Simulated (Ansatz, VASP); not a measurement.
Two plane-wave programs on Ge

```
CELL_PARAMETERS angstrom
3.99809 0.00000 0.00000
-1.99904 3.46244 0.00000
0.00000 0.00000 6.58980
ATOMIC_POSITIONS crystal
Ge 0.33333 0.66667 0.06278
Ge 0.66667 0.33333 0.56278
Ge 0.66667 0.33333 0.93722
Ge 0.33333 0.66667 0.43722
```

Alike in both runs: functional PBEsol; k mesh 10 × 10 × 6; occupations gaussian, width 0.01 eV; no spin polarisation.

Ansatz relaxed the structure, and its values are those at the end. VASP's run is a single point on that final structure, the one shown.

```csv
,VASP,Ansatz
version,VASP 6.6.1,Ansatz 0.2.0
potentials or method,"VASP PAW PBE potentials, release 64 (Ge_d)","scalar-relativistic, plane waves, PAW"
plane-wave cutoff (eV),500,420
valence electrons in the cell,56,56
```

Ansatz gave:

```
gap on the k mesh at the Fermi level (eV) : none
pressure (GPa)                            : 0.0
```

Problem. Estimate VASP's values.

Solution. gap on the k mesh at the Fermi level (eV): none; pressure (GPa): -0.2.

VASP's potentials were made for PBE, not for PBEsol. A gap of «none» marks a metal or a gap that the smearing closes.
